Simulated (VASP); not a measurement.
# Pt: single point with r2SCAN

The system is Pt.

```xyz
2
Lattice="2.8089 0.0000 0.0000 -1.4044 2.4326 0.0000 0.0000 0.0000 4.8759" Properties=species:S:1:pos:R:3 pbc="T T T"
Pt    1.4044    0.8109    3.6569
Pt    0.0000    1.6217    1.2190
```

| Item | Value |
| --- | --- |
| Program | VASP 6.6.1 |
| Task | single point |
| Functional | r2SCAN |
| Potentials or basis | VASP PAW PBE potentials, release 64 (Pt) |
| Cutoff | 520 eV |
| k mesh | 10 × 10 × 5 |
| Occupations | fermi-dirac, width 0.1 eV |
| Spin | no spin polarisation |

| Property | Result |
| --- | --- |
| Pressure | -16.1 GPa |
| Band gap on the k mesh | zero (band 10 reaches 9.64 eV, above the bottom of band 11 at 8.52 eV) |

Stress tensor (GPa, compression positive):
```
-16.66   0.00   0.00
  0.00 -16.66   0.00
  0.00   0.00 -15.00
```

Levels at points of the mesh, in eV from the Fermi level:
```
           k point  band 7  band 8  band 9  band 10  band 11  band 12  band 13  band 14
(0.00, 0.00, 0.00)   -2.92   -1.77   -1.77    -0.30    -0.27    -0.27     4.57    16.12
(0.50, 0.00, 0.00)   -2.32   -0.08    0.25     0.44     2.33     3.76     7.39     9.03
```

Run time: 70 s on 1 thread of Intel(R) Xeon(R) Platinum 8259CL CPU @ 2.50GHz (Skylake/Cascade Lake) (shared host), peak memory 0.17 GiB.

Caveat: the PAW data sets were made with another functional, which shifts forces and pressure a little; spin-orbit coupling is left out, which moves the levels of the heavy elements.
